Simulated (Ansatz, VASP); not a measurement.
**One calculation of Ti4C, two programs**

```
Ti C
1.0
     5.08403    0.00000    0.00000
     0.00000    5.08403    0.00000
     0.00000    0.00000    3.96223
Ti C
4 1
Direct
  0.00000 0.50000 0.00000
  0.50000 0.00000 0.00000
  0.00000 0.00000 0.00000
  0.50000 0.50000 0.00000
  0.50000 0.50000 0.50000
```

Alike in both runs: functional PBE; k mesh 8 × 8 × 10; occupations gaussian, width 0.1 eV; no spin polarisation.

Ansatz relaxed the structure, and its values are those at the end. VASP's run is a single point on that final structure, the one shown.

```csv
,VASP,Ansatz
version,VASP 6.6.1,Ansatz 0.2.0
potentials or method,"VASP PAW PBE potentials, release 64 (Ti_sv, C), cutoff 520 eV","scalar-relativistic, plane waves, PAW"
valence electrons in the cell,52,52
```

```tsv
	VASP	Ansatz	Ansatz less VASP
gap on the k mesh at the Fermi level (eV)	none	none	-
pressure (GPa)	-0.1	0.0	+0.13
```

A gap of «none» marks a metal or a gap that the smearing closes.
